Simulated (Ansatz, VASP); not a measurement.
# Two plane-wave programs on ZrAl3B3N

Contents of INCAR:

```
SYSTEM = ZrAl3B3N
PREC = Accurate
ENCUT = 600
EDIFF = 1E-6
ISMEAR = 0
SIGMA = 0.15
LREAL = .FALSE.
LASPH = .TRUE.
NELM = 80
ALGO = Normal
ISIF = 3
LWAVE = .FALSE.
LCHARG = .FALSE.
GGA = PE
IBRION = 2
NSW = 36
EDIFFG = -0.08
```

File KPOINTS:

```
regular mesh
0
G
  3 3 3
  0 0 0
```

File POSCAR:

```
ZrAl3B3N
1.0
    4.7206730700      0.0000000000      0.0000000000
    0.0000000000      4.7206730700      0.0000000000
    0.0000000000      0.0000000000      4.7206730700
Zr Al B N
1 3 3 1
Direct
    0.5000000000      0.5000000000      0.5000000000
    0.0000000000      0.5000000000      0.5000000000
    0.5000000000      0.0000000000      0.5000000000
    0.5000000000      0.5000000000      0.0000000000
    0.5000000000      0.0000000000      0.0000000000
    0.0000000000      0.5000000000      0.0000000000
    0.0000000000      0.0000000000      0.5000000000
    0.0000000000      0.0000000000      0.0000000000
```

Input for Ansatz:

```yaml
crystal:
  lattice:
    - [4.72067307, 0.0, 0.0]
    - [0.0, 4.72067307, 0.0]
    - [0.0, 0.0, 4.72067307]
  atoms:
    - { symbol: Zr, position: [0.5, 0.5, 0.5] }
    - { symbol: Al, position: [0.0, 0.5, 0.5] }
    - { symbol: Al, position: [0.5, 0.0, 0.5] }
    - { symbol: Al, position: [0.5, 0.5, 0.0] }
    - { symbol: B, position: [0.5, 0.0, 0.0] }
    - { symbol: B, position: [0.0, 0.5, 0.0] }
    - { symbol: B, position: [0.0, 0.0, 0.5] }
    - { symbol: "N", position: [0.0, 0.0, 0.0] }
basis:
  ecutwfc: 420
kpoints:
  mp_grid: { grid: [3, 3, 3] }
hamiltonian:
  xc: pbe
scf:
  occupations: { method: gaussian, width: 0.15 }
  lower_state_search: "off"
output:
  forces: true
  stress: true
  eigenvalues: true
relax:
  adjacent_minimum: "off"
  f_tol: 0.08
  max_steps: 16
  cell: { stress_tol: 0.8 }
```

Alike in both runs: task relaxation of cell and atoms; functional PBE; k mesh 3 × 3 × 3; occupations gaussian, width 0.15 eV; no spin polarisation.

|  | VASP | Ansatz |
| --- | --- | --- |
| version | VASP 6.6.1 | Ansatz 0.2.0 |
| potentials or method | VASP PAW PBE potentials, release 64 (Zr_sv, Al, B, N), cutoff 600 eV | scalar-relativistic, plane waves, PAW |
| valence electrons in the cell | 35 | 35 |

```tsv
	VASP	Ansatz	Ansatz less VASP
gap on the k mesh at the Fermi level, each at its own relaxed structure (eV)	none	none	-
relaxed volume (Å³/atom)	14.32	14.26	-0.054
relaxed length of the cell vector where the two differ most in proportion (Å)	4.857	4.850	-0.0061
```

A gap of «none» marks a metal or a gap that the smearing closes.

The k mesh is coarse, so the values compare programs but aren't converged.
